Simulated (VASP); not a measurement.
Runs of VASP 6.6.1 on TiB2. The structure is that of space group P6/mmm (No. 191), or close to it. The cells are those of the table. 

| task | cell | gap on the mesh (eV) | pressure (GPa) |
| --- | --- | --- | --- |
| single point | a = 3.090, b = 3.090, c = 3.228 Å, angles 90.0, 90.0, 120.0°, 3 atoms | none | -14.5 |
| single point | a = 2.999, b = 2.999, c = 3.228 Å, angles 90.0, 90.0, 120.0°, 3 atoms | none | 0.8 |
| electric field gradients | a = 3.030, b = 3.055, c = 3.229 Å, angles 90.4, 91.1, 120.9°, 3 atoms | none | -4.4 |
| electric field gradients | a = 3.090, b = 3.090, c = 3.228 Å, angles 90.0, 90.0, 120.0°, 3 atoms | none | -14.5 |
| single point | a = 3.059, b = 3.059, c = 3.228 Å, angles 90.0, 90.0, 120.0°, 3 atoms | none | (a) |
| single point | a = 2.969, b = 2.969, c = 3.228 Å, angles 90.0, 90.0, 120.0°, 3 atoms | none | 6.9 |

Alike in all rows: level PBEsol; potentials or basis VASP PAW PBE potentials, release 64 (Ti_sv, B); no spin polarisation; k mesh 14 × 14 × 11; cutoff (eV) 520; smearing fermi-dirac 0.03 eV.

Fill in the values left out.

(a) -9.9.

Caveats: the PAW data sets were made with another functional, which shifts forces and pressure a little; the cell stands under tension (at least some runs); the cell stands under pressure (at least some runs).

A gap of «none» marks levels without a gap at the run's occupations.
